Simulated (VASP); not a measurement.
Write the native input for VASP 6.6.1 that does the following.

| Quantity | Value |
| --- | --- |
| Task | relaxation of cell and atoms |
| Functional | PBE |
| Potentials or basis | VASP PAW PBE potentials, release 64 (Sn_d, O) |
| Cutoff | 600 eV |
| k mesh | 5 × 5 × 5 |
| Occupations | fermi-dirac, width 0.05 eV |
| Spin | no spin polarisation |
| Dipole correction | no |
| Further INCAR settings | ALGO = Normal; EDIFF = 1e-06; IBRION = 2; EDIFFG = -0.01; NSW = 60; ISIF = 3 |

The structure of SnO2 lies in POSCAR:

```
SnO2
1.0
    5.1752560000      0.0000000000      0.0000000000
    0.0000000000      5.1752560000      0.0000000000
    0.0000000000      0.0000000000      5.1752560000
Sn O
4 8
Direct
    0.0000000000      0.0000000000      0.0000000000
    0.5000000000      0.0000000000      0.5000000000
    0.5000000000      0.5000000000      0.0000000000
    0.0000000000      0.5000000000      0.5000000000
    0.6610980000      0.8389020000      0.1610980000
    0.8389020000      0.1610980000      0.6610980000
    0.1610980000      0.6610980000      0.8389020000
    0.3389020000      0.3389020000      0.3389020000
    0.6610980000      0.6610980000      0.6610980000
    0.8389020000      0.3389020000      0.1610980000
    0.1610980000      0.8389020000      0.3389020000
    0.3389020000      0.1610980000      0.8389020000
```

The input as run:

INCAR

```
ALGO     = Normal         # electronic algorithm
EDIFF    = 1E-6           # SCF threshold, eV
EDIFFG   = -0.01          # ionic threshold
ENCUT    = 600            # plane-wave cutoff, eV
GGA      = PE             # functional
IBRION   = 2              # ionic algorithm
ISIF     = 3              # what is computed and relaxed
ISMEAR   = -1             # smearing method
LASPH    = True           # aspherical terms in the spheres
LCHARG   = False          # write CHGCAR
LREAL    = False          # projectors in reciprocal space
LWAVE    = False          # write WAVECAR
NELM     = 80             # most SCF steps
NSW      = 60             # ionic steps
PREC     = Accurate       # precision mode
SIGMA    = 0.05           # smearing width, eV
```

KPOINTS

```
k-points
0
Gamma
  5 5 5
```

Potentials or basis: VASP PAW PBE potentials, release 64 (Sn_d, O).

The run is started by

```sh
$ cat potpaw_PBE.64/Sn_d/POTCAR potpaw_PBE.64/O/POTCAR > POTCAR
$ mpirun -np 1 vasp_std > vasp.out
```

It gave:

```yaml
Relaxed_volume: 11.54 Å³/atom
Relaxed_cell: a = 5.173 Å, b = 5.173 Å, c = 5.173 Å, α = 90.00°, β = 90.00°, γ = 90.00°
Space_group_after_relaxing_to_0.1_Å: Pa-3 (No. 205)
Energy_gained_by_relaxing: 0.0 meV/atom
Ionic_steps: 3
Pressure_after_relaxing: 0.0 GPa
Largest_force_after_relaxing: 0.005 eV/Å
Band_gap_on_the_k_mesh: 0.57 eV (least direct gap 0.63 eV)
```

Caveat: semilocal functionals underestimate gaps, and a narrow one can read as zero; spin-orbit coupling is left out, which moves the levels of the heavy elements; an odd mesh through Γ misses points on the zone boundary, where band edges can lie.

It took 5.1 min on 1 thread of Oxide Virtual Turin-like Processor, with other jobs on the host, peak memory 0.27 GiB.
